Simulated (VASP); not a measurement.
Runs of VASP 6.6.1 on ZnC2. The structure is that of space group I4/mmm (No. 139), or close to it. The cells are those of the table. 

```tsv
task	cell	cutoff (eV)	gap on the mesh (eV)	pressure (GPa)	largest force (eV/Å)
relaxation of cell and atoms	relaxed to 2 GPa from a = 3.945 Å, angles 113.9, 113.9, 100.9°, 3 atoms	600	(b)	2.0	-
single point	a = 3.542 Å, angles 120.9, 120.9, 88.4°, 3 atoms	520	1.68	21.6	0.07
relaxation of cell and atoms	relaxed to 13 GPa from a = 3.945 Å, angles 113.9, 113.9, 100.9°, 3 atoms	600	(a)	13.0	-
relaxation of cell and atoms	relaxed to 21 GPa from a = 3.945 Å, angles 113.9, 113.9, 100.9°, 3 atoms	600	1.68	21.0	-
single point	a = 3.612 Å, angles 119.5, 119.5, 90.9°, 3 atoms	520	2.30	13.5	0.07
```

Alike in all rows: level PBE; potentials or basis VASP PAW PBE potentials, release 64 (Zn, C); no spin polarisation; k mesh 8 × 8 × 8; smearing gaussian 0.01 eV.

Question: Estimate the missing entries.

Answer: (a) 2.27; (b) 3.62.

Caveats: the cell is relaxed towards a set pressure, so the enthalpy falls and the energy may rise (some runs).

A k mesh can miss the band edges.
